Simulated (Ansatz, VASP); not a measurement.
**Two plane-wave programs on Au**

```xyz
4
Lattice="2.9085 0.0000 0.0000 -1.4543 2.5189 0.0000 0.0000 0.0000 9.5853" Properties=species:S:1:pos:R:3 pbc="T T T"
Au    0.0000    0.0000    0.0000
Au    0.0000    1.6792    2.3963
Au    0.0000    0.0000    4.7926
Au    1.4543    0.8396    7.1890
```

Alike in both runs: functional r2SCAN; k mesh 18 × 18 × 6; occupations gaussian, width 0.1 eV; no spin polarisation.

Ansatz relaxed the structure, and its values are those at the end. VASP's run is a single point on that final structure, the one shown.

|  | VASP | Ansatz |
| --- | --- | --- |
| version | VASP 6.6.1 | Ansatz 0.2.0 |
| potentials or method | VASP PAW PBE potentials, release 64 (Au), cutoff 520 eV | scalar-relativistic, plane waves, PAW |
| valence electrons in the cell | 44 | 76 |

Ansatz gave:

* gap on the k mesh at the Fermi level (eV): none
* pressure (GPa): 0.0

Question: Estimate VASP's values.

Answer: gap on the k mesh at the Fermi level (eV): none; pressure (GPa): 0.2.

VASP's potentials were made for PBE, not for r2SCAN. A gap of «none» marks a metal or a gap that the smearing closes. With one functional, cell and mesh, what is left measures potentials, basis and numerics. VASP's potentials hold 44 valence electrons a cell and Ansatz's 76, so a difference there can come from the potentials and not from the codes.

Spin-orbit coupling is off throughout.
